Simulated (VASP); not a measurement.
Sn, 2 atoms in the cell. The structure is cubic, space group Fd-3m (No. 227). The conventional cell has a = 6.467 Å, b = 6.467 Å, c = 6.467 Å, α = 90.00°, β = 90.00°, γ = 90.00°. Within 3.7 Å of Sn (site symmetry -43m) lie 4 Sn at 2.80 Å. 

```yaml
Program: VASP 6.6.1
Task: single point
Functional: PBE
Potentials_or_basis: VASP PAW PBE potentials, release 64 (Sn_d)
Cutoff: 520 eV
k_mesh: 7 × 7 × 7
Occupations: gaussian, width 0.014 eV
Spin: no spin polarisation
Dipole_correction: no
Further_INCAR_settings: ALGO = Normal; EDIFF = 1e-07; NBANDS = 21
```

Potentials or basis: VASP PAW PBE potentials, release 64 (Sn_d).

Launch:

```console
$ cat potpaw_PBE.64/Sn_d/POTCAR > POTCAR
$ mpirun -np 1 vasp_std > vasp.out
```

Hardware: 1 thread of Intel(R) Xeon(R) 6975P-C (Granite Rapids), on a shared host.

Problem. Estimate the wall time of this run.

Solution. It took 12 s on 1 thread of Intel(R) Xeon(R) 6975P-C (Granite Rapids) (shared host), peak memory 0.2 GiB. Counts: scf iterations 13, k points 20.
